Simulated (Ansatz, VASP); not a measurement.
## SnO in VASP and in Ansatz

Contents of INCAR:

```
SYSTEM = SnO
ALGO = Normal
DIPOL = 0.5 0.5 0.408
EDIFF = 1E-6
ENCUT = 520
GGA = PE
GGA_COMPAT = .FALSE.
IDIPOL = 3
ISIF = 2
ISMEAR = 0
IVDW = 12
LASPH = .TRUE.
LCHARG = .FALSE.
LDIPOL = .TRUE.
LREAL = .FALSE.
LWAVE = .FALSE.
NBANDS = 50
NELM = 120
NELMDL = -8
PREC = Accurate
SIGMA = 0.05
```

File KPOINTS:

```
k-points
0
G
  7 7 1
  0 0 0
```

POSCAR

```
SnO
1.0
    3.8201630995      0.0000000000      0.0000000000
    0.0000000000      3.8201630995      0.0000000000
    0.0000000000      0.0000000000     22.2260821294
Sn O
4 4
Direct
    0.7500000000      0.2500000000      0.2024648327
    0.2500000000      0.7500000000      0.3087832136
    0.5000000000      1.0000000000      0.5067488278
    0.0000000000      1.5000000000      0.6130672086
    0.2500000000      0.2500000000      0.2556240231
    0.7500000000      0.7500000000      0.2556240231
    0.0000000000      1.0000000000      0.5599080182
    0.5000000000      1.5000000000      0.5599080182
```

Input for Ansatz:

```yaml
crystal:
  lattice:
    - [3.8201630995, 0.0, 0.0]
    - [0.0, 3.8201630995, 0.0]
    - [0.0, 0.0, 22.2260821294]
  atoms:
    - { symbol: Sn, position: [0.75, 0.25, 0.2024648327] }
    - { symbol: O, position: [0.25, 0.25, 0.2556240231] }
    - { symbol: O, position: [0.75, 0.75, 0.2556240231] }
    - { symbol: Sn, position: [0.25, 0.75, 0.3087832136] }
    - { symbol: Sn, position: [0.5, 1.0, 0.5067488278] }
    - { symbol: O, position: [0.0, 1.0, 0.5599080182] }
    - { symbol: O, position: [0.5, 1.5, 0.5599080182] }
    - { symbol: Sn, position: [0.0, 1.5, 0.6130672086] }
basis:
  ecutwfc: 420
kpoints:
  mp_grid: { grid: [7, 7, 1] }
hamiltonian:
  xc: pbe
  pseudopotentials: { kind: paw, azcp: { folder: soft_1 } }
  dispersion: d3bj
scf:
  occupations: { method: gaussian, width: 0.05 }
output:
  forces: true
  eigenvalues: true
efield:
  axis: 3
  dipole_correction: true
  ramp_width: 0.04
```

Alike in both runs: task single point; functional PBE; dispersion D3(BJ); k mesh 7 × 7 × 1; occupations gaussian, width 0.05 eV; no spin polarisation.

|  | VASP | Ansatz |
| --- | --- | --- |
| version | VASP 6.6.1 | Ansatz 0.2.0 |
| potentials or method | VASP PAW PBE potentials, release 64 (Sn_d, O), cutoff 520 eV | scalar-relativistic, plane waves, PAW |
| valence electrons in the cell | 80 | 80 |

```csv
,VASP,Ansatz,Ansatz less VASP
gap on the k mesh at the Fermi level (eV),2.58,2.63,+0.045
least direct gap on the mesh (eV),2.61,2.65,+0.043
rms of the force components (eV/Å),0.048,0.015,-0.0328
```
